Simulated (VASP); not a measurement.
# CaSe (Pm-3m) in VASP: single point with r2SCAN

Aim: the single point of CaSe with r2SCAN.

Everything below comes from runs of VASP 6.6.1. Logs are shortened: lines on timing, memory, paths and dates and some standing lists are left out, and cuts for length are marked.

## Step 1: The cell of the first run

The structure is cubic, space group Pm-3m (No. 221). The conventional cell has a = 3.635 Å, b = 3.635 Å, c = 3.635 Å, α = 90.00°, β = 90.00°, γ = 90.00°. Ca (site symmetry m-3m) has 8 Se at 3.15 Å and 6 Ca at 3.63 Å within 4.1 Å. Within 4.1 Å of Se (site symmetry m-3m) lie 8 Ca at 3.15 Å and 6 Se at 3.63 Å.

## Step 2: Single point, r2SCAN

POSCAR reads:

```
CaSe
1.0
    3.6347849234      0.0000000000      0.0000000000
    0.0000000000      3.6347849234      0.0000000000
    0.0000000000      0.0000000000      3.6347849234
Ca Se
1 1
Direct
    0.0000000000      0.0000000000      0.0000000000
    0.5000000000      0.5000000000      0.5000000000
```

INCAR.step1 reads:

```
PREC = Accurate ; ENCUT = 520
ISMEAR = 0 ; SIGMA = 0.01
LREAL = False ; LASPH = True
NELM = 80 ; NBANDS = 15
GGA = PE ; ALGO = Normal
EDIFF = 1E-4 ; LWAVE = True
LCHARG = False
```

INCAR.step2 reads:

```
PREC = Accurate ; ENCUT = 520
EDIFF = 1E-6 ; ISMEAR = 0
SIGMA = 0.01 ; LREAL = False
LASPH = True ; NELM = 80
ALGO = Normal ; ISIF = 2
LWAVE = False ; LCHARG = False
METAGGA = R2SCAN ; LMIXTAU = True
NBANDS = 15 ; ISTART = 1
```

KPOINTS reads:

```
Automatic mesh
0
Gamma
  6 6 6
```

Potentials or basis: VASP PAW PBE potentials, release 64 (Ca_sv, Se).

Started as:

```
$ cat potpaw_PBE.64/Ca_sv/POTCAR potpaw_PBE.64/Se/POTCAR > POTCAR
$ cp INCAR.step1 INCAR
$ mpirun -np 1 vasp_std > vasp.out
$ cp INCAR.step2 INCAR
$ mpirun -np 1 vasp_std > vasp.out
```

OUTCAR:

```text
PREC = Accurate
   ENCUT = 520
   EDIFF = 1E-6
   ISMEAR = 0
   LREAL = False
   LASPH = True
   NELM = 80
   ISIF = 2
   METAGGA = R2SCAN
   ISTART = 1

 ion  position               nearest neighbor table
   1  0.000  0.000  0.000-
   2  0.500  0.500  0.500-

  LATTYP: Found a simple cubic cell.
 ALAT       =     3.6347849234

  Lattice vectors:

 A1 = (   3.6347849234,   0.0000000000,   0.0000000000)
 A2 = (   0.0000000000,   3.6347849234,   0.0000000000)
 A3 = (   0.0000000000,   0.0000000000,   3.6347849234)

Analysis of symmetry for initial positions (statically):
=====================================================================
 Subroutine PRICEL returns:
 Original cell was already a primitive cell.

 Routine SETGRP: Setting up the symmetry group for a
 simple cubic supercell.

 Subroutine GETGRP returns: Found 48 space group operations
 (whereof 48 operations were pure point group operations)
 out of a pool of 48 trial point group operations.

The static configuration has the point symmetry O_h .

Analysis of symmetry for dynamics (positions and initial velocities):
=====================================================================
 Subroutine PRICEL returns:
 Original cell was already a primitive cell.

 Routine SETGRP: Setting up the symmetry group for a
 simple cubic supercell.

 Subroutine GETGRP returns: Found 48 space group operations
 (whereof 48 operations were pure point group operations)
 out of a pool of 48 trial point group operations.

The dynamic configuration has the point symmetry O_h .

 Subroutine INISYM returns: Found 48 space group operations
 (whereof 48 operations are pure point group operations),
 and found     1 'primitive' translations

----------------------------------------------------------------------------------------

                                     Primitive cell

  volume of cell :      48.0215

  direct lattice vectors                    reciprocal lattice vectors
     3.634784923  0.000000000  0.000000000     0.275119442  0.000000000  0.000000000
     0.000000000  3.634784923  0.000000000     0.000000000  0.275119442  0.000000000
     0.000000000  0.000000000  3.634784923     0.000000000  0.000000000  0.275119442

  length of vectors
     3.634784923  3.634784923  3.634784923     0.275119442  0.275119442  0.275119442

  position of ions in fractional coordinates (direct lattice)
     0.000000000  0.000000000  0.000000000
     0.500000000  0.500000000  0.500000000

  ion indices of the primitive-cell ions
   primitive index   ion index
                 1           1
                 2           2

----------------------------------------------------------------------------------------

 KPOINTS: Automatic mesh

Automatic generation of k-mesh.
 Grid dimensions read from file:
 generate k-points for:    6    6    6

 Generating k-lattice:

  Cartesian coordinates                     Fractional coordinates (reciprocal lattice)
     0.045853240  0.000000000  0.000000000     0.166666667  0.000000000  0.000000000
     0.000000000  0.045853240  0.000000000     0.000000000  0.166666667  0.000000000
     0.000000000  0.000000000  0.045853240     0.000000000  0.000000000  0.166666667

  Length of vectors
     0.045853240  0.045853240  0.045853240

  Shift w.r.t. Gamma in fractional coordinates (k-lattice)
     0.000000000  0.000000000  0.000000000

 Subroutine IBZKPT returns following result:
 ===========================================

 Found     20 irreducible k-points:

 Following reciprocal coordinates:
            Coordinates               Weight
  0.000000  0.000000  0.000000      1.000000
  0.166667  0.000000  0.000000      6.000000
  0.333333  0.000000  0.000000      6.000000
  0.500000  0.000000  0.000000      3.000000
  0.166667  0.166667  0.000000     12.000000
  0.333333  0.166667  0.000000     24.000000
[... 12 lines left out ...]
  0.500000  0.500000  0.333333      6.000000
  0.500000  0.500000  0.500000      1.000000
   k-points           NKPTS =     20   k-points in BZ     NKDIM =     20   number of bands    NBANDS=     15
   number of dos      NEDOS =    301   number of ions     NIONS =      2
   total plane-waves  NPLWV =  21952
   dimension x,y,z NGX =    28 NGY =   28 NGZ =   28
   dimension x,y,z NGXF=    56 NGYF=   56 NGZF=   56
   ions per type =               1   1
   NGX,Y,Z   is equivalent  to a cutoff of  12.81, 12.81, 12.81 a.u.
   NGXF,Y,Z  is equivalent  to a cutoff of  25.61, 25.61, 25.61 a.u.
 SYSTEM =  unknown system
   PREC   = accura    normal or accurate (medium, high low for compatibility)
   ISTART =      1    job   : 0-new  1-cont  2-samecut
   ICHARG =      0    charge: 1-file 2-atom 10-const
   ISPIN  =      1    spin polarized calculation?
   LNONCOLLINEAR =      F non collinear calculations
   LSORBIT =      F    spin-orbit coupling
   LASPH  =      T    aspherical Exc in radial PAW
   ENCUT  =  520.0 eV  38.22 Ry    6.18 a.u.   6.76  6.76  6.76*2*pi/ulx,y,z
   NELM   =     80;   NELMIN=  2; NELMDL=  0     # of ELM steps
   EDIFF  = 0.1E-05   stopping-criterion for ELM
   LREAL  =      F    real-space projection
   EDIFFG = 0.1E-04   stopping-criterion for IOM
   NSW    =      0    number of steps for IOM
   IBRION =     -1    ionic relax: 0-MD 1-quasi-New 2-CG
   NFREE  =      0    steps in history (QN), initial steepest desc. (CG)
   ISIF   =      2    stress and relaxation
   ISYM   =      2    0-nonsym 1-usesym 2-fastsym
   POTIM  = 0.5000    time-step for ionic-motion
   TEBEG  =    0.0;   TEEND  =   0.0 temperature during run
   PSTRESS=    0.0 pullay stress
   NELECT =      16.0000    total number of electrons
   NUPDOWN=      -1.0000    fix difference up-down
   EMIN   =  10.00;   EMAX   =-10.00  energy-range for DOS
   EFERMI =   0.00;   METHOD = LEGACY
   ISMEAR =     0;   SIGMA  =   0.01  broadening in eV -4-tet -1-fermi 0-gaus
   EFERMI_NEDOS =   21; number of points for ismear=-14 and -15
   IALGO  =     38    algorithm
   IMIX   =      4    mixing-type and parameters
     AMIX     =   0.40;   BMIX     =  1.00
     AMIX_MAG =   1.60;   BMIX_MAG =  1.00
  volume/ion in A,a.u.               =      24.01       162.03
  Fermi-wavevector in a.u.,A,eV,Ry     =   1.134931  2.144709 17.525233  1.288068
  Thomas-Fermi vector in A             =   2.271635
   LORBIT       =      0    0 simple, 1 ext, 2 COOP (PROOUT), +10 PAW based schemes
   METAGGA = R2SCAN    functional components
   LHFCALC =     F    Hartree Fock is set to
   AEXX    =    0.0000 exact exchange contribution
   IVDW    =     0    specifies the selected vdW correction
   LEPSILON=     F    determine dielectric tensor
   LRPA    =     F    only Hartree local field effects (RPA)
 non-spin polarized calculation
 Gauss-broadening in eV      SIGMA  =   0.01
  energy-cutoff  :      520.00
  volume of cell :       48.02
 maximum number of plane-waves:      1328
 NGX is ok and might be reduce to    28
   NGX = 13   NGY = 13   NGZ = 13

 number of electron      16.0000007 magnetization

 Free energy of the ion-electron system (eV)
  ---------------------------------------------------
  ext. energy  EPLUGINS =         0.00000000
  ---------------------------------------------------
  free energy    TOTEN  =       -25.22013187 eV

  energy without entropy =      -25.22013187  energy(sigma->0) =      -25.22013187

 E-fermi :   4.1387     XC(G=0): -10.0211

 val. band max:        4.0608894349   @ k =   0.5000   0.5000   0.0000
 cond. band min:       5.3008807647   @ k =   0.5000   0.5000   0.0000
 fundamental gap:      1.2399913298
 Fermi energy:         4.1387398530

 k-point     1 :       0.0000    0.0000    0.0000
  band No.  band energies     occupation
      1     -38.9401      2.00000
      2     -18.9971      2.00000
      3     -18.9971      2.00000
      4     -18.9971      2.00000
      5      -9.4206      2.00000
      6       3.1756      2.00000
      7       3.1756      2.00000
      8       3.1756      2.00000
      9       5.5852      0.00000
     10       5.5852      0.00000
     11       6.9568      0.00000
     12       8.9254      0.00000
     13       8.9254      0.00000
     14       8.9254      0.00000
     15      13.7779      0.00000

 k-point     2 :       0.1667    0.0000    0.0000
  band No.  band energies     occupation
      1     -38.9371      2.00000
      2     -19.0426      2.00000
      3     -18.9928      2.00000
      4     -18.9928      2.00000
      5      -9.2494      2.00000
      6       1.6444      2.00000
      7       3.1401      2.00000
      8       3.1401      2.00000
      9       5.7783      0.00000
     10       6.4171      0.00000
     11       8.1722      0.00000
     12       8.9902      0.00000
     13       9.0654      0.00000
     14       9.0654      0.00000
     15      13.0660      0.00000

 k-point     3 :       0.3333    0.0000    0.0000
  band No.  band energies     occupation
      1     -38.9310      2.00000
      2     -19.1318      2.00000
      3     -18.9842      2.00000
      4     -18.9842      2.00000
      5      -8.8686      2.00000
      6      -0.1662      2.00000
      7       3.0633      2.00000
      8       3.0633      2.00000
      9       6.2478      0.00000
     10       7.8346      0.00000
     11       9.1260      0.00000
     12       9.5011      0.00000
     13       9.5011      0.00000
     14       9.5958      0.00000
     15      11.7376      0.00000

 k-point     4 :       0.5000    0.0000    0.0000
  band No.  band energies     occupation
      1     -38.9280      2.00000
      2     -19.1756      2.00000
      3     -18.9798      2.00000
      4     -18.9798      2.00000
      5      -8.6522      2.00000
      6      -0.8925      2.00000
      7       3.0223      2.00000
      8       3.0223      2.00000
      9       6.5510      0.00000
     10       9.1974      0.00000
     11       9.3418      0.00000
     12       9.4334      0.00000
     13       9.8696      0.00000
     14       9.8696      0.00000
     15      11.0677      0.00000
[... 235 lines left out ...]
 k-point    18 :       0.5000    0.3333    0.3333
  band No.  band energies     occupation
      1     -38.9109      2.00000
      2     -19.1225      2.00000
      3     -19.0813      2.00000
      4     -19.0764      2.00000
      5      -8.0321      2.00000
      6       0.2547      2.00000
      7       0.7961      2.00000
      8       1.1579      2.00000
      9       7.1352      0.00000
     10       7.5302      0.00000
     11       7.9174      0.00000
     12       9.8682      0.00000
     13      10.2323      0.00000
     14      11.1532      0.00000
     15      11.3303      0.00000

 k-point    19 :       0.5000    0.5000    0.3333
  band No.  band energies     occupation
      1     -38.9081      2.00000
      2     -19.1150      2.00000
      3     -19.1150      2.00000
      4     -19.0730      2.00000
      5      -7.8870      2.00000
      6       0.3290      2.00000
      7       0.3290      2.00000
      8       0.9808      2.00000
      9       7.1832      0.00000
     10       8.1121      0.00000
     11       8.1121      0.00000
     12       9.9512      0.00000
     13      10.0069      0.00000
     14      10.6041      0.00000
     15      11.1921      0.00000

 k-point    20 :       0.5000    0.5000    0.5000
  band No.  band energies     occupation
      1     -38.9054      2.00000
      2     -19.1084      2.00000
      3     -19.1084      2.00000
      4     -19.1084      2.00000
      5      -7.7176      2.00000
      6       0.2949      2.00000
      7       0.2949      2.00000
      8       0.2949      2.00000
      9       8.4465      0.00000
     10       8.4465      0.00000
     11       8.4465      0.00000
     12       9.9684      0.00000
     13       9.9684      0.00000
     14      10.3581      0.00000
     15      10.3581      0.00000

------------------------ aborting loop because EDIFF is reached ----------------------------------------

  FORCE on cell =-STRESS in cart. coord.  units (eV):
  Direction    XX          YY          ZZ          XY          YZ          ZX
  --------------------------------------------------------------------------------------
  -------------------------------------------------------------------------------------
  Total        0.0680980      0.0680980      0.0680980      0.0000000      0.0000000     -0.0000000
  in kB        2.2720036      2.2720036      2.2720036      0.0000000      0.0000000     -0.0000000
  external PRESSURE =       2.2720036 kB  Pullay stress =       0.0000000 kB

 VOLUME and BASIS-vectors are now :
 -----------------------------------------------------------------------------
  energy-cutoff  :      520.00
  volume of cell :       48.02
      direct lattice vectors                 reciprocal lattice vectors
     3.634784923  0.000000000  0.000000000     0.275119442  0.000000000  0.000000000
     0.000000000  3.634784923  0.000000000     0.000000000  0.275119442  0.000000000
     0.000000000  0.000000000  3.634784923     0.000000000  0.000000000  0.275119442

 POSITION                                       TOTAL-FORCE (eV/Angst)
 -----------------------------------------------------------------------------------
      0.00000      0.00000      0.00000         0.000000      0.000000      0.000000
      1.81739      1.81739      1.81739         0.000000      0.000000      0.000000
 -----------------------------------------------------------------------------------
    total drift:                               -0.000000      0.000000      0.000000

  FREE ENERGIE OF THE ION-ELECTRON SYSTEM (eV)
  ---------------------------------------------------
  free  energy   TOTEN  =       -25.2201318748 eV

  energy  without entropy=      -25.2201318748  energy(sigma->0) =      -25.22013187
```

Wall time 2.1 min (1 thread of AMD EPYC 7R43 (Zen 3), shared host); peak memory 0.13 GiB.

Results:

| Item | Value |
| --- | --- |
| Free energy | -25.2201 eV |
| Pressure | 0.2 GPa |
| Band gap on the k mesh | 1.24 eV |

Levels at points of the mesh, in eV from the valence-band top:
| k point | band 4 | band 5 | band 6 | band 7 | band 8 | band 9 | band 10 | band 11 | band 12 | band 13 |
| --- | --- | --- | --- | --- | --- | --- | --- | --- | --- | --- |
| (0.00, 0.00, 0.00) | -23.06 | -13.48 | -0.89 | -0.89 | -0.89 | 1.52 | 1.52 | 2.90 | 4.86 | 4.86 |
| (0.50, 0.00, 0.00) | -23.04 | -12.71 | -4.95 | -1.04 | -1.04 | 2.49 | 5.14 | 5.28 | 5.37 | 5.81 |
| (0.50, 0.50, 0.00) | -23.03 | -12.38 | -3.64 | -3.64 | 0.00 | 1.24 | 3.48 | 3.62 | 3.62 | 5.84 |
| (0.50, 0.50, 0.50) | -23.17 | -11.78 | -3.77 | -3.77 | -3.77 | 4.39 | 4.39 | 4.39 | 5.91 | 5.91 |

Caveat: the PAW data sets were made with another functional, which shifts forces and pressure a little.
